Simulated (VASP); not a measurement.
Runs of VASP 6.6.1 on Ti. The structure is that of space group Im-3m (No. 229), or close to it. The cells are those of the table. 

| task | cell | k mesh | cutoff (eV) | gap on the mesh (eV) | pressure (GPa) |
| --- | --- | --- | --- | --- | --- |
| single point | a = 2.844 Å, angles 109.5°, 1 atom | 18 × 18 × 18 | 520 | none | -2.9 |
| single point | a = 2.759 Å, angles 109.5°, 1 atom | 18 × 18 × 18 | 520 | none | 8.0 |
| relaxation of cell and atoms | relaxed to 50 GPa from a = 2.589 Å, angles 109.5°, 1 atom | 20 × 20 × 20 | 600 | none | 50.0 |
| single point | a = 2.729 Å, angles 109.5°, 1 atom | 18 × 18 × 18 | 520 | none | (a) |
| single point | a = 2.907 Å, angles 109.5°, 1 atom | 18 × 18 × 18 | 520 | none | -8.7 |

Alike in all rows: level r2SCAN; potentials or basis VASP PAW PBE potentials, release 64 (Ti_sv); no spin polarisation; smearing gaussian 0.1 eV.

Estimate the missing entries.

(a) 12.7.

Caveats: the PAW data sets were made with another functional, which shifts forces and pressure a little; the cell is relaxed towards a set pressure, so the enthalpy falls and the energy may rise (some runs).

A gap of «none» marks levels without a gap at the run's occupations.
